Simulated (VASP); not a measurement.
A run of VASP 6.6.1 is set up as follows.

INCAR

```
SYSTEM = Zn2C3
PREC = Accurate ; ENCUT = 600
EDIFF = 1E-6 ; ISMEAR = 0
SIGMA = 0.1 ; LREAL = .FALSE.
LASPH = .TRUE. ; NELM = 60
ALGO = Normal ; ISIF = 3
LWAVE = .FALSE. ; LCHARG = .FALSE.
GGA = PE ; IBRION = 2
NSW = 100 ; EDIFFG = -0.01
```

Contents of KPOINTS:

```
Automatic mesh
0
G
  18 18 6
  0 0 0
```

POSCAR

```
Zn2C3
1.0
    2.6806572178      0.0000000000      0.0000000000
   -1.3403286089      2.3215172495      0.0000000000
    0.0000000000      0.0000000000      7.5729151329
Zn C
2 3
Direct
    0.3333333333      0.6666666667      0.1969484006
    0.6666666667      0.3333333333      0.8030515994
    0.0000000000      0.0000000000      0.0000000000
    0.3333333333      0.6666666667      0.4770062977
    0.6666666667      0.3333333333      0.5229937023
```

Potentials or basis: VASP PAW PBE potentials, release 64 (Zn, C).

Run with:

```console
$ cat potpaw_PBE.64/Zn/POTCAR potpaw_PBE.64/C/POTCAR > POTCAR
$ mpirun -np 1 vasp_std > vasp.out
```

Predict the space group after relaxing (to 0.05 Å).

P-3m1 (No. 164).

Predict the relaxed volume.

9.46 Å³/atom.

Estimate the relaxed cell.

a = 2.673 Å, b = 2.673 Å, c = 7.644 Å, α = 90.00°, β = 90.00°, γ = 120.00°.

What does it give for the band gap on the k mesh?

Zero (band 18 reaches 8.18 eV, above the bottom of band 19 at 3.52 eV).

Step by step:
| step | energy change (eV) | largest force (eV/Å) | pressure (GPa) | volume (Å³) |
| --- | --- | --- | --- | --- |
| 1 | 0.0000 | 0.0438 | 0.68 | 47.13 |
| 2 | -0.0015 | 0.0233 | -0.41 | 47.40 |
| 3 | -0.0015 | 0.0232 | -0.40 | 47.40 |
| 4 | -0.0019 | 0.0335 | 0.10 | 47.31 |
| 5 | -0.0019 | 0.0347 | 0.10 | 47.30 |
| 6 | -0.0019 | 0.0371 | 0.14 | 47.29 |
| 7 | -0.0019 | 0.0365 | 0.13 | 47.30 |
| 8 | -0.0019 | 0.0357 | 0.12 | 47.30 |
| 9 | -0.0021 | 0.0246 | -0.02 | 47.32 |
| 10 | -0.0021 | 0.0192 | -0.17 | 47.35 |
| 11 | -0.0022 | 0.0026 | 0.14 | 47.29 |
